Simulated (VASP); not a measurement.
The system is ZrF2.

```xyz
3
Lattice="4.2380 0.0000 0.0000 0.0000 4.2380 0.0000 0.0000 0.0000 2.9850" Properties=species:S:1:pos:R:3 pbc="T T T"
Zr    2.1190    2.1190    0.0000
F     0.0000    2.1190    0.0000
F     2.1190    0.0000    0.0000
```

* Program: VASP 6.6.1
* Task: relaxation of cell and atoms
* Functional: PBE
* Potentials or basis: VASP PAW PBE potentials, release 64 (Zr_sv, F)
* Cutoff: 600 eV
* k mesh: 12 × 12 × 16
* Occupations: gaussian, width 0.1 eV
* Spin: no spin polarisation

At the start: pressure 0.7 GPa; volume 17.87 Å³/atom.

Q: How do energy, volume and symmetry change on relaxing?

A: Over 6 steps the energy falls by 4.8 meV/atom and the volume is 18.29 Å³/atom (+2.4 %); space group P4/mmm (No. 123, to 0.05 Å).

The path:
```
step  energy change (eV)  largest force (eV/Å)  pressure (GPa)  volume (Å³)
   1              0.0000                0.0000            0.74        53.61
   2             -0.0122                0.0000            0.57        54.25
   3             -0.0140                0.0000            0.48        54.59
   4             -0.0140                0.0000            0.48        54.62
   5             -0.0140                0.0000           -0.48        55.16
   6             -0.0144                0.0000            0.00        54.88
```

Final structure:
```xyz
3
Lattice="4.2306 0.0000 0.0000 0.0000 4.2306 0.0000 0.0000 0.0000 3.0663" Properties=species:S:1:pos:R:3 pbc="T T T"
Zr    2.1153    2.1153    0.0000
F     0.0000    2.1153    0.0000
F     2.1153    0.0000    0.0000
```
